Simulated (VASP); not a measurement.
A run of VASP 6.6.1 is set up as follows.

INCAR

```
SYSTEM = BeCd3O4
ALGO     = Normal         ! electronic algorithm
EDIFF    = 1E-6           ! SCF threshold, eV
EDIFFG   = -0.01          ! ionic threshold
ENCUT    = 600            ! plane-wave cutoff, eV
GGA      = PE             ! functional
IBRION   = 2              ! ionic algorithm
ISIF     = 3              ! what is computed and relaxed
ISMEAR   = 0              ! smearing method
LASPH    = .TRUE.         ! aspherical terms in the spheres
LCHARG   = .FALSE.        ! write CHGCAR
LREAL    = .FALSE.        ! projectors in reciprocal space
LWAVE    = .FALSE.        ! write WAVECAR
NELM     = 100            ! most SCF steps
NSW      = 100            ! ionic steps
PREC     = Accurate       ! precision mode
SIGMA    = 0.1            ! smearing width, eV
```

KPOINTS

```
k-points
0
G
  8 8 8
  0 0 0
```

POSCAR

```
BeCd3O4
1.0
    4.7772043904      0.0000000000      0.0000000000
    0.0000000000      4.7772043904      0.0000000000
    0.0000000000      0.0000000000      4.7772043904
Be Cd O
1 3 4
Direct
    0.0000000000      0.0000000000      0.0000000000
    0.0000000000      0.5000000000      0.5000000000
    0.5000000000      0.5000000000      0.0000000000
    0.5000000000      0.0000000000      0.5000000000
    0.7949732104      0.7949732104      0.2050267896
    0.7949732104      0.2050267896      0.7949732104
    0.2050267896      0.7949732104      0.7949732104
    0.2050267896      0.2050267896      0.2050267896
```

Potentials or basis: VASP PAW PBE potentials, release 64 (Be, Cd, O).

Command:

```console
$ cat potpaw_PBE.64/Be/POTCAR potpaw_PBE.64/Cd/POTCAR potpaw_PBE.64/O/POTCAR > POTCAR
$ mpirun -np 1 vasp_std > vasp.out
```

(1) What does it give for the relaxed cell?

(2) Predict the space group after relaxing (to 0.05 Å).

(3) Predict the relaxed volume.

Results:

(1) a = 4.789 Å, b = 4.789 Å, c = 4.789 Å, α = 90.00°, β = 90.00°, γ = 90.00°.

(2) P-43m (No. 215).

(3) 13.73 Å³/atom.
